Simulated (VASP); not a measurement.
# Ge2Mo (I4/mmm) in VASP: a series of runs

The runs below take Ge2Mo through single point, with LDA.

All numbers are computed with VASP 6.6.1; they aren't measurements. Logs are shortened: lines on timing, memory, paths and dates and some standing lists are left out, and cuts for length are marked.

### Step 1. The cell of the first run

It takes space group I4/mmm (No. 139, tetragonal). The conventional cell has a = 3.171 Å, b = 3.171 Å, c = 7.903 Å, α = 90.00°, β = 90.00°, γ = 90.00°. Within 3.4 Å of Ge (site symmetry 4mm) lie 9 Ge at 2.59 to 3.17 Å and 5 Mo at 2.59 to 2.66 Å. Mo (site symmetry 4/mmm) has 10 Ge at 2.59 to 2.66 Å and 4 Mo at 3.17 Å within 3.4 Å.

### Step 2. Single point, LDA

INCAR

```
SYSTEM = Ge2Mo
PREC     = Accurate       ! precision mode
ENCUT    = 520            ! plane-wave cutoff, eV
EDIFF    = 1E-6           ! SCF threshold, eV
ISMEAR   = -1             ! smearing method
SIGMA    = 0.15           ! smearing width, eV
LREAL    = .False.        ! projectors in reciprocal space
LASPH    = .True.         ! aspherical terms in the spheres
NELM     = 60             ! most SCF steps
ALGO     = Normal         ! electronic algorithm
ISIF     = 2              ! what is computed and relaxed
LWAVE    = .False.        ! write WAVECAR
LCHARG   = .True.         ! write CHGCAR
GGA      = CA             ! functional
LELF     = .True.         ! ELF
LVHAR    = .True.       
NBANDS   = 28             ! bands
```

KPOINTS

```
Automatic mesh
0
Gamma
  18 18 18
  0 0 0
```

POSCAR

```
Ge2Mo
1.0
   -1.5857266982      1.5857266982      3.9514359140
    1.5857266982     -1.5857266982      3.9514359140
    1.5857266982      1.5857266982     -3.9514359140
Ge Mo
2 1
Direct
    0.6637762778      0.6637762778      0.0000000000
    0.3362237222      0.3362237222      0.0000000000
    0.0000000000      0.0000000000      0.0000000000
```

Potentials or basis: VASP PAW LDA potentials, release 64 (Ge_d, Mo_sv).

On the command line:

```sh
cat potpaw_LDA.64/Ge_d/POTCAR potpaw_LDA.64/Mo_sv/POTCAR > POTCAR
mpirun -np 1 vasp_std > vasp.out
```

OUTCAR:

```text
SYSTEM = Ge2Mo
   PREC = Accurate
   ENCUT = 520
   EDIFF = 1E-6
   ISMEAR = -1
   LREAL = .False.
   LASPH = .True.
   NELM = 60
   ISIF = 2
   GGA = CA

 ion  position               nearest neighbor table
   1  0.664  0.664  0.000-   2 2.59   3 2.59   3 2.59   3 2.59   3 2.59   2 2.62   2 2.62   2 2.62
                             2 2.62   3 2.66
   2  0.336  0.336  0.000-   1 2.59   3 2.59   3 2.59   3 2.59   3 2.59   1 2.62   1 2.62   1 2.62
                             1 2.62   3 2.66
   3  0.000  0.000  0.000-   1 2.59   1 2.59   2 2.59   2 2.59   1 2.59   1 2.59   2 2.59   2 2.59
                             1 2.66   2 2.66

  LATTYP: Found a body centered tetragonal cell.
 ALAT       =     3.1714533964
 C/A-ratio  =     2.4918770167

  Lattice vectors:

 A1 = (  -1.5857266982,   1.5857266982,   3.9514359140)
 A2 = (   1.5857266982,  -1.5857266982,   3.9514359140)
 A3 = (   1.5857266982,   1.5857266982,  -3.9514359140)

Analysis of symmetry for initial positions (statically):
=====================================================================
 Subroutine PRICEL returns:
 Original cell was already a primitive cell.

 Routine SETGRP: Setting up the symmetry group for a
 body centered tetragonal supercell.

 Subroutine GETGRP returns: Found 16 space group operations
 (whereof 16 operations were pure point group operations)
 out of a pool of 16 trial point group operations.

The static configuration has the point symmetry D_4h.

Analysis of symmetry for dynamics (positions and initial velocities):
=====================================================================
 Subroutine PRICEL returns:
 Original cell was already a primitive cell.

 Routine SETGRP: Setting up the symmetry group for a
 body centered tetragonal supercell.

 Subroutine GETGRP returns: Found 16 space group operations
 (whereof 16 operations were pure point group operations)
 out of a pool of 16 trial point group operations.

The dynamic configuration has the point symmetry D_4h.

 Subroutine INISYM returns: Found 16 space group operations
 (whereof 16 operations are pure point group operations),
 and found     1 'primitive' translations

----------------------------------------------------------------------------------------

                                     Primitive cell

[... 88 lines left out ...]
   LSORBIT =      F    spin-orbit coupling
   LASPH  =      T    aspherical Exc in radial PAW
   ENCUT  =  520.0 eV  38.22 Ry    6.18 a.u.   8.45  8.45  8.45*2*pi/ulx,y,z
   NELM   =     60;   NELMIN=  2; NELMDL= -5     # of ELM steps
   EDIFF  = 0.1E-05   stopping-criterion for ELM
   LREAL  =      F    real-space projection
   EDIFFG = 0.1E-04   stopping-criterion for IOM
   NSW    =      0    number of steps for IOM
   IBRION =     -1    ionic relax: 0-MD 1-quasi-New 2-CG
   NFREE  =      0    steps in history (QN), initial steepest desc. (CG)
   ISIF   =      2    stress and relaxation
   ISYM   =      2    0-nonsym 1-usesym 2-fastsym
   POTIM  = 0.5000    time-step for ionic-motion
   TEBEG  =    0.0;   TEEND  =   0.0 temperature during run
   PSTRESS=    0.0 pullay stress
   NELECT =      42.0000    total number of electrons
   NUPDOWN=      -1.0000    fix difference up-down
   EMIN   =  10.00;   EMAX   =-10.00  energy-range for DOS
   EFERMI =   0.00;   METHOD = LEGACY
   ISMEAR =    -1;   SIGMA  =   0.15  broadening in eV -4-tet -1-fermi 0-gaus
   EFERMI_NEDOS =   21; number of points for ismear=-14 and -15
   IALGO  =     38    algorithm
   IMIX   =      4    mixing-type and parameters
     AMIX     =   0.40;   BMIX     =  1.00
     AMIX_MAG =   1.60;   BMIX_MAG =  1.00
  volume/ion in A,a.u.               =      13.25        89.40
  Fermi-wavevector in a.u.,A,eV,Ry     =   1.667506  3.151129 37.832034  2.780576
  Thomas-Fermi vector in A             =   2.753516
   LORBIT       =      0    0 simple, 1 ext, 2 COOP (PROOUT), +10 PAW based schemes
   GGA     = CA    functional components
   LHFCALC =     F    Hartree Fock is set to
   AEXX    =    0.0000 exact exchange contribution
   IVDW    =     0    specifies the selected vdW correction
   LEPSILON=     F    determine dielectric tensor
   LRPA    =     F    only Hartree local field effects (RPA)
 non-spin polarized calculation
  energy-cutoff  :      520.00
  volume of cell :       39.74
 maximum number of plane-waves:      1088
 NGX is ok and might be reduce to    36
   NGX = 17   NGY = 17   NGZ = 17

 number of electron      41.9999999 magnetization

 Free energy of the ion-electron system (eV)
  ---------------------------------------------------
  ext. energy  EPLUGINS =         0.00000000
  ---------------------------------------------------
  free energy    TOTEN  =       -22.98612014 eV

  energy without entropy =      -22.93972783  energy(sigma->0) =      -22.96292398

 E-fermi :  12.1744     XC(G=0): -13.8587

 val. band max:       12.1507363808   @ k =  -0.3889   0.5000   0.3333
 cond. band min:      12.1864307350   @ k =  -0.4444  -0.4444   0.2778
 fundamental gap:      0.0356943542
 Fermi energy:        12.1744384797

 k-point     1 :       0.0000    0.0000    0.0000
  band No.  band energies     occupation
      1     -48.2253      2.00000
      2     -22.6357      2.00000
      3     -22.5045      2.00000
      4     -22.5045      2.00000
      5     -12.7774      2.00000
      6     -12.7709      2.00000
[... 733 lines left out ...]
     27      18.8743      0.00000
     28      22.2763      0.00000

 [... further k-points ...]

------------------------ aborting loop because EDIFF is reached ----------------------------------------

  FORCE on cell =-STRESS in cart. coord.  units (eV):
  Direction    XX          YY          ZZ          XY          YZ          ZX
  --------------------------------------------------------------------------------------
  -------------------------------------------------------------------------------------
  Total        5.7751067      5.7751067      5.7898793      0.0000000      0.0000000      0.0000000
  in kB      232.8085816    232.8085816    233.4041006      0.0000000      0.0000000      0.0000000
  external PRESSURE =     233.0070879 kB  Pullay stress =       0.0000000 kB

 VOLUME and BASIS-vectors are now :
 -----------------------------------------------------------------------------
  energy-cutoff  :      520.00
  volume of cell :       39.74
      direct lattice vectors                 reciprocal lattice vectors
    -1.585726698  1.585726698  3.951435914     0.000000000  0.315312847  0.126536280
     1.585726698 -1.585726698  3.951435914     0.315312847  0.000000000  0.126536280
     1.585726698  1.585726698 -3.951435914     0.315312847  0.315312847  0.000000000

 POSITION                                       TOTAL-FORCE (eV/Angst)
 -----------------------------------------------------------------------------------
      0.00000      0.00000      5.24574        -0.000000     -0.000000      0.017647
      0.00000      0.00000      2.65713        -0.000000     -0.000000     -0.017647
      0.00000      0.00000      0.00000         0.000000      0.000000     -0.000000
 -----------------------------------------------------------------------------------
    total drift:                               -0.000000     -0.000000     -0.000000

  FREE ENERGIE OF THE ION-ELECTRON SYSTEM (eV)
  ---------------------------------------------------
  free  energy   TOTEN  =       -22.9861201359 eV

  energy  without entropy=      -22.9397278323  energy(sigma->0) =      -22.96292398
```

OSZICAR:

```text
N       E                     dE             d eps       ncg     rms          rms(c)
DAV:   1     0.359281773094E+03    0.35928E+03   -0.20809E+04 34416   0.404E+03
DAV:   2     0.205379163172E+02   -0.33874E+03   -0.32861E+03 26948   0.711E+02
DAV:   3    -0.223724732378E+02   -0.42910E+02   -0.42105E+02 29052   0.173E+02
DAV:   4    -0.237461092077E+02   -0.13736E+01   -0.13669E+01 30992   0.336E+01
DAV:   5    -0.237675449712E+02   -0.21436E-01   -0.21430E-01 29432   0.463E+00    0.216E+01
DAV:   6    -0.231436356480E+02    0.62391E+00   -0.33456E+00 28348   0.101E+01    0.500E+00
DAV:   7    -0.230284073384E+02    0.11523E+00   -0.58540E-01 35600   0.682E+00    0.479E+00
DAV:   8    -0.229875778260E+02    0.40830E-01   -0.11380E-01 29420   0.212E+00    0.290E-01
DAV:   9    -0.229862561908E+02    0.13216E-02   -0.63271E-03 35624   0.115E+00    0.129E-01
DAV:  10    -0.229861243672E+02    0.13182E-03   -0.58748E-04 32852   0.183E-01    0.605E-02
DAV:  11    -0.229861200681E+02    0.42991E-05   -0.60161E-05 29060   0.605E-02    0.190E-02
DAV:  12    -0.229861201359E+02   -0.67789E-07   -0.36743E-06 26532   0.151E-02
   1 F= -.22986120E+02 E0= -.22962924E+02  d E =-.463923E-01
```

stdout:

```text
POSCAR found type information on POSCAR GeMo
 POSCAR found :  2 types and       3 ions
 scaLAPACK will be used
 LDA part: xc-table for (Slater(with rela. corr.)+CA(PZ))
 , standard interpolation
 POSCAR, INCAR and KPOINTS ok, starting setup
 FFT: planning ... GRIDC
 FFT: planning ... GRID_SOFT
 FFT: planning ... GRID
 WAVECAR not read
 entering main loop
```

Wall time 4.2 min (1 thread of Intel Xeon 6975P-C (Granite Rapids), shared host); peak memory 0.54 GiB.

What came out:

* Free energy: -22.9861 eV
* Pressure: 23.3 GPa
* Largest force: 0.018 eV/Å
* Band gap on the k mesh: zero (bands 21 and 22 overlap by 1.02 eV)

Forces on the atoms (eV/Å):
```
Ge   0.000  0.000  0.018
Ge   0.000  0.000 -0.018
Mo   0.000  0.000  0.000
```

Caveat: the cell stands under pressure.

(Continued in part 2 of 2.)

The gap in the log of VASP goes by the Fermi energy; the results here count the filled bands.